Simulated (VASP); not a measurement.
# PbSe (Fm-3m) in VASP: further runs, part 3 of 3

VASP 6.6.1. Earlier steps stand in the parts before.

### Step 4. Electric field gradients, PBE

This run uses another cell than the first one, of 28.71 Å³/atom, 1.020 times its volume.

INCAR reads:

```
SYSTEM = PbSe
ALGO     = Normal         ! electronic algorithm
EDIFF    = 1E-8           ! SCF threshold, eV
ENCUT    = 520            ! plane-wave cutoff, eV
GGA      = PE             ! functional
ISIF     = 2              ! what is computed and relaxed
ISMEAR   = -1             ! smearing method
LASPH    = .True.         ! aspherical terms in the spheres
LCHARG   = .False.        ! write CHGCAR
LEFG     = .True.       
LREAL    = .False.        ! projectors in reciprocal space
LWAVE    = .False.        ! write WAVECAR
NBANDS   = 17             ! bands
NELM     = 100            ! most SCF steps
PREC     = Accurate       ! precision mode
SIGMA    = 0.01           ! smearing width, eV
```

KPOINTS reads:

```
k-points
0
Gamma
  9 9 9
  0 0 0
```

POSCAR reads:

```
PbSe
1.0
    0.0000000000      3.0621500000      3.0621500000
    3.0621500000      0.0000000000      3.0621500000
    3.0621500000      3.0621500000      0.0000000000
Pb Se
1 1
Direct
    0.0000000000      0.0000000000      0.0000000000
    0.5000000000      0.5000000000      0.5000000000
```

Potentials or basis: VASP PAW PBE potentials, release 64 (Pb_d, Se).

Run with:

```sh
$ cat potpaw_PBE.64/Pb_d/POTCAR potpaw_PBE.64/Se/POTCAR > POTCAR
$ mpirun -np 1 vasp_std > vasp.out
```

OUTCAR:

```text
SYSTEM = PbSe
   EDIFF = 1E-8
   ENCUT = 520
   GGA = PE
   ISIF = 2
   ISMEAR = -1
   LASPH = .True.
   LREAL = .False.
   NELM = 100
   PREC = Accurate

 ion  position               nearest neighbor table
   1  0.000  0.000  0.000-   2 3.06   2 3.06   2 3.06   2 3.06   2 3.06   2 3.06
   2  0.500  0.500  0.500-   1 3.06   1 3.06   1 3.06   1 3.06   1 3.06   1 3.06

  LATTYP: Found a face centered cubic cell.
 ALAT       =     6.1243000000

  Lattice vectors:

 A1 = (   0.0000000000,   3.0621500000,   3.0621500000)
 A2 = (   3.0621500000,   0.0000000000,   3.0621500000)
 A3 = (   3.0621500000,   3.0621500000,   0.0000000000)

Analysis of symmetry for initial positions (statically):
=====================================================================
 Subroutine PRICEL returns:
 Original cell was already a primitive cell.

 Routine SETGRP: Setting up the symmetry group for a
 face centered cubic supercell.

 Subroutine GETGRP returns: Found 48 space group operations
 (whereof 48 operations were pure point group operations)
 out of a pool of 48 trial point group operations.

The static configuration has the point symmetry O_h .

Analysis of symmetry for dynamics (positions and initial velocities):
=====================================================================
 Subroutine PRICEL returns:
 Original cell was already a primitive cell.

 Routine SETGRP: Setting up the symmetry group for a
 face centered cubic supercell.

 Subroutine GETGRP returns: Found 48 space group operations
 (whereof 48 operations were pure point group operations)
 out of a pool of 48 trial point group operations.

The dynamic configuration has the point symmetry O_h .

 Subroutine INISYM returns: Found 48 space group operations
 (whereof 48 operations are pure point group operations),
 and found     1 'primitive' translations

----------------------------------------------------------------------------------------

                                     Primitive cell

  volume of cell :      57.4261

  direct lattice vectors                    reciprocal lattice vectors
     0.000000000  3.062150000  3.062150000    -0.163283967  0.163283967  0.163283967
     3.062150000  0.000000000  3.062150000     0.163283967 -0.163283967  0.163283967
     3.062150000  3.062150000  0.000000000     0.163283967  0.163283967 -0.163283967

  length of vectors
     4.330534060  4.330534060  4.330534060     0.282816127  0.282816127  0.282816127

  position of ions in fractional coordinates (direct lattice)
     0.000000000  0.000000000  0.000000000
     0.500000000  0.500000000  0.500000000

  ion indices of the primitive-cell ions
   primitive index   ion index
                 1           1
                 2           2

----------------------------------------------------------------------------------------

 KPOINTS: k-points

Automatic generation of k-mesh.
 Grid dimensions read from file:
[... 65 lines left out ...]
   EDIFF  = 0.1E-07   stopping-criterion for ELM
   LREAL  =      F    real-space projection
   EDIFFG = 0.1E-06   stopping-criterion for IOM
   NSW    =      0    number of steps for IOM
   IBRION =     -1    ionic relax: 0-MD 1-quasi-New 2-CG
   NFREE  =      0    steps in history (QN), initial steepest desc. (CG)
   ISIF   =      2    stress and relaxation
   ISYM   =      2    0-nonsym 1-usesym 2-fastsym
   POTIM  = 0.5000    time-step for ionic-motion
   TEBEG  =    0.0;   TEEND  =   0.0 temperature during run
   PSTRESS=    0.0 pullay stress
   NELECT =      20.0000    total number of electrons
   NUPDOWN=      -1.0000    fix difference up-down
   EMIN   =  10.00;   EMAX   =-10.00  energy-range for DOS
   EFERMI =   0.00;   METHOD = LEGACY
   ISMEAR =    -1;   SIGMA  =   0.01  broadening in eV -4-tet -1-fermi 0-gaus
   EFERMI_NEDOS =   21; number of points for ismear=-14 and -15
   IALGO  =     38    algorithm
   IMIX   =      4    mixing-type and parameters
     AMIX     =   0.40;   BMIX     =  1.00
     AMIX_MAG =   1.60;   BMIX_MAG =  1.00
  volume/ion in A,a.u.               =      28.71       193.77
  Fermi-wavevector in a.u.,A,eV,Ry     =   1.151812  2.176610 18.050462  1.326672
  Thomas-Fermi vector in A             =   2.288467
   LORBIT       =      0    0 simple, 1 ext, 2 COOP (PROOUT), +10 PAW based schemes
   GGA     = PE    functional components
   LHFCALC =     F    Hartree Fock is set to
   AEXX    =    0.0000 exact exchange contribution
   IVDW    =     0    specifies the selected vdW correction
   LEPSILON=     F    determine dielectric tensor
   LRPA    =     F    only Hartree local field effects (RPA)
 non-spin polarized calculation
  energy-cutoff  :      520.00
  volume of cell :       57.43
 maximum number of plane-waves:      1565
   NGX = 17   NGY = 17   NGZ = 17

 number of electron      20.0000000 magnetization

 Free energy of the ion-electron system (eV)
  ---------------------------------------------------
  ext. energy  EPLUGINS =         0.00000000
  ---------------------------------------------------
  free energy    TOTEN  =        -8.17954507 eV

  energy without entropy =       -8.17954507  energy(sigma->0) =       -8.17954507

 E-fermi :   5.1347     XC(G=0):  -9.5235

 val. band max:        4.8726996687   @ k =   0.4444   0.0000   0.0000
 cond. band min:       5.5672287626   @ k =   0.4444   0.0000   0.0000
 fundamental gap:      0.6945290939
 Fermi energy:         5.1347405506

 k-point     1 :       0.0000    0.0000    0.0000
  band No.  band energies     occupation
      1     -11.7839      2.00000
      2     -11.7839      2.00000
      3     -11.7839      2.00000
      4     -11.7798      2.00000
      5     -11.7798      2.00000
      6      -8.5312      2.00000
[... 457 lines left out ...]
      4     -11.7409      2.00000
      5     -11.7409      2.00000
      6      -7.1580      2.00000
[... 9 lines left out ...]
     16      16.5423      0.00000
     17      17.6120      0.00000

 [... further k-points ...]
[... 5 lines left out ...]
  --------------------------------------------------------------------------------------
  -------------------------------------------------------------------------------------
  Total        0.8304981      0.8304981      0.8304981      0.0000000      0.0000000     -0.0000000
  in kB       23.1707381     23.1707381     23.1707381      0.0000000      0.0000000     -0.0000000
  external PRESSURE =      23.1707381 kB  Pullay stress =       0.0000000 kB

 VOLUME and BASIS-vectors are now :
 -----------------------------------------------------------------------------
  energy-cutoff  :      520.00
  volume of cell :       57.43
      direct lattice vectors                 reciprocal lattice vectors
     0.000000000  3.062150000  3.062150000    -0.163283967  0.163283967  0.163283967
     3.062150000  0.000000000  3.062150000     0.163283967 -0.163283967  0.163283967
     3.062150000  3.062150000  0.000000000     0.163283967  0.163283967 -0.163283967

 POSITION                                       TOTAL-FORCE (eV/Angst)
 -----------------------------------------------------------------------------------
      0.00000      0.00000      0.00000         0.000000     -0.000000      0.000000
      3.06215      3.06215      3.06215        -0.000000      0.000000     -0.000000
 -----------------------------------------------------------------------------------
    total drift:                                0.000000     -0.000000     -0.000000

  FREE ENERGIE OF THE ION-ELECTRON SYSTEM (eV)
  ---------------------------------------------------
  free  energy   TOTEN  =        -8.1795450703 eV

  energy  without entropy=       -8.1795450703  energy(sigma->0) =       -8.17954507

 Electric field gradients (V/A^2)
---------------------------------------------------------------------
 ion       V_xx      V_yy      V_zz      V_xy      V_xz      V_yz
---------------------------------------------------------------------
   1      -0.000    -0.000    -0.000     0.000     0.000     0.000
   2       0.000    -0.000    -0.000     0.000     0.000     0.000
---------------------------------------------------------------------

 Electric field gradients after diagonalization (V/A^2)
 (convention: |V_zz| > |V_xx| > |V_yy|)
----------------------------------------------------------------------
 ion       V_xx      V_yy      V_zz     asymmetry (V_yy - V_xx)/ V_zz
----------------------------------------------------------------------
   1      -0.000    -0.000     0.001       0.000
   2      -0.000    -0.000     0.000       0.000
----------------------------------------------------------------------

           NMR quadrupolar parameters

 Cq : quadrupolar parameter    Cq=e*Q*V_zz/h
 eta: asymmetry parameters     (V_yy - V_xx)/ V_zz
 Q  : nuclear electric quadrupole moment in mb (millibarn)
----------------------------------------------------------------------
 ion       Cq(MHz)       eta       Q (mb)
----------------------------------------------------------------------
   1       0.000       0.000       1.000
   2       0.000       0.000       1.000
----------------------------------------------------------------------
```

It took 40 s on 1 thread of Intel Xeon 6975P-C, shared host; peak memory 0.19 GiB.

What came out:

```
Free energy : -8.1795 eV
Pressure    : 2.3 GPa
```

Caveat: this odd mesh misses L, where the gap lies, so gap, dielectric constants and Born charges aren't listed; without QUAD_EFG the Cq values of the log hold for a quadrupole moment of 1 mb, not for the nuclei; spin-orbit coupling is left out, which moves the levels of the heavy elements.

### Step 5. Electric field gradients, PBE (volume scaled by 1.02)

INCAR reads:

```
PREC = Accurate ; ENCUT = 520
EDIFF = 1E-8 ; ISMEAR = -1
SIGMA = 0.01 ; LREAL = F
LASPH = T ; NELM = 80
ALGO = Normal ; ISIF = 2
LWAVE = F ; LCHARG = F
GGA = PE ; LEFG = T
NBANDS = 17
```

KPOINTS reads:

```
regular mesh
0
Gamma
  9 9 9
```

POSCAR reads:

```
PbSe
1.0
    0.0000000000      3.0824297301      3.0824297301
    3.0824297301      0.0000000000      3.0824297301
    3.0824297301      3.0824297301      0.0000000000
Pb Se
1 1
Direct
    0.0000000000      0.0000000000      0.0000000000
    0.5000000000      0.5000000000      0.5000000000
```

Potentials or basis: VASP PAW PBE potentials, release 64 (Pb_d, Se).

Run with:

```sh
$ cat potpaw_PBE.64/Pb_d/POTCAR potpaw_PBE.64/Se/POTCAR > POTCAR
$ mpirun -np 1 vasp_std > vasp.out
```

OUTCAR:

```text
PREC = Accurate
   ENCUT = 520
   EDIFF = 1E-8
   ISMEAR = -1
   LREAL = F
   LASPH = T
   NELM = 80
   ISIF = 2
   GGA = PE

 ion  position               nearest neighbor table
   1  0.000  0.000  0.000-   2 3.08   2 3.08   2 3.08   2 3.08   2 3.08   2 3.08
   2  0.500  0.500  0.500-   1 3.08   1 3.08   1 3.08   1 3.08   1 3.08   1 3.08

  LATTYP: Found a face centered cubic cell.
 ALAT       =     6.1648594602

  Lattice vectors:

 A1 = (   0.0000000000,   3.0824297301,   3.0824297301)
 A2 = (   3.0824297301,   0.0000000000,   3.0824297301)
 A3 = (   3.0824297301,   3.0824297301,   0.0000000000)

Analysis of symmetry for initial positions (statically):
=====================================================================
 Subroutine PRICEL returns:
 Original cell was already a primitive cell.

 Routine SETGRP: Setting up the symmetry group for a
 face centered cubic supercell.

 Subroutine GETGRP returns: Found 48 space group operations
 (whereof 48 operations were pure point group operations)
 out of a pool of 48 trial point group operations.

The static configuration has the point symmetry O_h .

Analysis of symmetry for dynamics (positions and initial velocities):
=====================================================================
 Subroutine PRICEL returns:
 Original cell was already a primitive cell.

 Routine SETGRP: Setting up the symmetry group for a
 face centered cubic supercell.

 Subroutine GETGRP returns: Found 48 space group operations
 (whereof 48 operations were pure point group operations)
 out of a pool of 48 trial point group operations.

The dynamic configuration has the point symmetry O_h .

 Subroutine INISYM returns: Found 48 space group operations
[... 149 lines left out ...]
 Fermi energy:         4.8997536374

 k-point     1 :       0.0000    0.0000    0.0000
  band No.  band energies     occupation
      1     -11.9956      2.00000
      2     -11.9956      2.00000
      3     -11.9956      2.00000
      4     -11.9906      2.00000
      5     -11.9906      2.00000
      6      -8.6079      2.00000
[... 457 lines left out ...]
      4     -11.9559      2.00000
      5     -11.9559      2.00000
      6      -7.3061      2.00000
[... 9 lines left out ...]
     16      16.1621      0.00000
     17      17.3500      0.00000

 [... further k-points ...]
[... 5 lines left out ...]
  --------------------------------------------------------------------------------------
  -------------------------------------------------------------------------------------
  Total        0.4536303      0.4536303      0.4536303      0.0000000      0.0000000      0.0000000
  in kB       12.4080363     12.4080363     12.4080363      0.0000000      0.0000000      0.0000000
  external PRESSURE =      12.4080363 kB  Pullay stress =       0.0000000 kB

 VOLUME and BASIS-vectors are now :
 -----------------------------------------------------------------------------
  energy-cutoff  :      520.00
  volume of cell :       58.57
      direct lattice vectors                 reciprocal lattice vectors
     0.000000000  3.082429730  3.082429730    -0.162209699  0.162209699  0.162209699
     3.082429730  0.000000000  3.082429730     0.162209699 -0.162209699  0.162209699
     3.082429730  3.082429730  0.000000000     0.162209699  0.162209699 -0.162209699

 POSITION                                       TOTAL-FORCE (eV/Angst)
 -----------------------------------------------------------------------------------
      0.00000      0.00000      0.00000         0.000000      0.000000      0.000000
      3.08243      3.08243      3.08243        -0.000000     -0.000000     -0.000000
 -----------------------------------------------------------------------------------
    total drift:                                0.000000     -0.000000     -0.000000

  FREE ENERGIE OF THE ION-ELECTRON SYSTEM (eV)
  ---------------------------------------------------
  free  energy   TOTEN  =        -8.1925152060 eV

  energy  without entropy=       -8.1925152060  energy(sigma->0) =       -8.19251521

 Electric field gradients (V/A^2)
---------------------------------------------------------------------
 ion       V_xx      V_yy      V_zz      V_xy      V_xz      V_yz
---------------------------------------------------------------------
   1       0.000     0.000     0.000     0.001     0.001     0.001
   2      -0.000     0.000     0.000     0.000     0.000     0.000
---------------------------------------------------------------------

 Electric field gradients after diagonalization (V/A^2)
 (convention: |V_zz| > |V_xx| > |V_yy|)
----------------------------------------------------------------------
 ion       V_xx      V_yy      V_zz     asymmetry (V_yy - V_xx)/ V_zz
----------------------------------------------------------------------
   1      -0.001    -0.001     0.002       0.000
   2      -0.000    -0.000     0.001       0.000
----------------------------------------------------------------------

           NMR quadrupolar parameters

 Cq : quadrupolar parameter    Cq=e*Q*V_zz/h
 eta: asymmetry parameters     (V_yy - V_xx)/ V_zz
 Q  : nuclear electric quadrupole moment in mb (millibarn)
----------------------------------------------------------------------
 ion       Cq(MHz)       eta       Q (mb)
----------------------------------------------------------------------
   1       0.000       0.000       1.000
   2       0.000       0.000       1.000
----------------------------------------------------------------------
```

stdout:

```text
POSCAR found type information on POSCAR PbSe
 POSCAR found :  2 types and       2 ions
 scaLAPACK will be used
 LDA part: xc-table for (Slater+PW92), standard interpolation
 POSCAR, INCAR and KPOINTS ok, starting setup
 FFT: planning ... GRIDC
 FFT: planning ... GRID_SOFT
 FFT: planning ... GRID
 WAVECAR not read
 entering main loop
ion   1

ion   2
```

Wall time 41 s (1 thread of Intel Xeon 6975P-C, shared host); peak memory 0.19 GiB.

Results:

| Quantity | Value |
| --- | --- |
| Free energy | -8.1925 eV |
| Pressure | 1.2 GPa |

Levels at points of the mesh, in eV from the Fermi level:
```
           k point  band 8  band 9  band 10  band 11  band 12  band 13
(0.00, 0.00, 0.00)   -1.87   -1.87    -1.87     4.57     4.57     4.57
```

Caveat: the cell differs from its parent crystal (volume scaled by 1.02); this odd mesh misses L, where the gap lies, so gap, dielectric constants and Born charges aren't listed; without QUAD_EFG the Cq values of the log hold for a quadrupole moment of 1 mb, not for the nuclei; spin-orbit coupling is left out, which moves the levels of the heavy elements.

### Step 6. Summary

| cell | pressure (GPa) |
| --- | --- |
| a = 4.301 Å, angles 60.0°, 2 atoms | 3.5 |
| a = 4.331 Å, angles 60.0°, 2 atoms | 2.3 |
| a = 4.359 Å, angles 60.0°, 2 atoms | 1.2 |

Alike in all rows: task electric field gradients; level PBE; potentials or basis VASP PAW PBE potentials, release 64 (Pb_d, Se); no spin polarisation; k mesh 9 × 9 × 9; cutoff (eV) 520; smearing fermi-dirac 0.01 eV.

Caveats: spin-orbit coupling is left out, which moves the levels of the heavy elements.

Absolute energies hang on the potentials; compare differences alone.
